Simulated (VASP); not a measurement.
Set up this calculation in VASP 6.6.1, as the native input.

```yaml
Task: single point
Functional: r2SCAN
Potentials_or_basis: VASP PAW PBE potentials, release 64 (Sn_d, Se)
Cutoff: 520 eV
k_mesh: 12 × 12 × 4
Occupations: gaussian, width 0.01 eV
Spin: no spin polarisation
Dipole_correction: no
Further_INCAR_settings: ALGO = Normal; EDIFF = 1e-07; NBANDS = 20
```

Crystal: SnSe2.

```
Sn Se
1.0
     4.01641    0.00000    0.00000
    -2.00820    3.47831    0.00000
     0.00000    0.00000    6.53843
Sn Se
1 2
Direct
  0.00000 0.00000 0.00000
  0.33333 0.66667 0.23274
  0.66667 0.33333 0.76726
```

This cell differs from its parent crystal: strain +5.0%.

These files were run (other wordings do the same):

POSCAR

```
SnSe2
1.0
    4.0164067919      0.0000000000      0.0000000000
   -2.0082033960      3.4783103137      0.0000000000
    0.0000000000      0.0000000000      6.5384330040
Sn Se
1 2
Direct
    0.0000000000      0.0000000000      0.0000000000
    0.3333333333      0.6666666667      0.2327426028
    0.6666666667      0.3333333333      0.7672573972
```

INCAR.step1

```
PREC = Accurate ; ENCUT = 520
ISMEAR = 0 ; SIGMA = 0.01
LREAL = F ; LASPH = T
NELM = 60 ; NBANDS = 20
GGA = PE ; ALGO = Normal
EDIFF = 1E-4 ; LWAVE = T
LCHARG = F
```

INCAR.step2

```
PREC = Accurate ; ENCUT = 520
EDIFF = 1E-7 ; ISMEAR = 0
SIGMA = 0.01 ; LREAL = F
LASPH = T ; NELM = 60
ALGO = Normal ; ISIF = 2
LWAVE = F ; LCHARG = F
METAGGA = R2SCAN ; LMIXTAU = T
NBANDS = 20 ; ISTART = 1
```

KPOINTS

```
regular mesh
0
Gamma
  12 12 4
```

Potentials or basis: VASP PAW PBE potentials, release 64 (Sn_d, Se).

Command:

```sh
$ cat potpaw_PBE.64/Sn_d/POTCAR potpaw_PBE.64/Se/POTCAR > POTCAR
$ cp INCAR.step1 INCAR
$ mpirun -np 1 vasp_std > vasp.out
$ cp INCAR.step2 INCAR
$ mpirun -np 1 vasp_std > vasp.out
```

It gave:

The pressure is -3.4 GPa and the largest force is 0.013 eV/Å. The band gap on the k mesh is 0.87 eV, direct.

Caveat: the cell differs from its parent crystal (strain +5.0%); the PAW data sets were made with another functional, which shifts forces and pressure a little; spin-orbit coupling is left out, which moves the levels of the heavy elements.

Wall time 6 min on 1 thread of AMD EPYC 9R45 96-Core Processor (Zen 5), with other jobs on the host, peak memory 0.26 GiB.
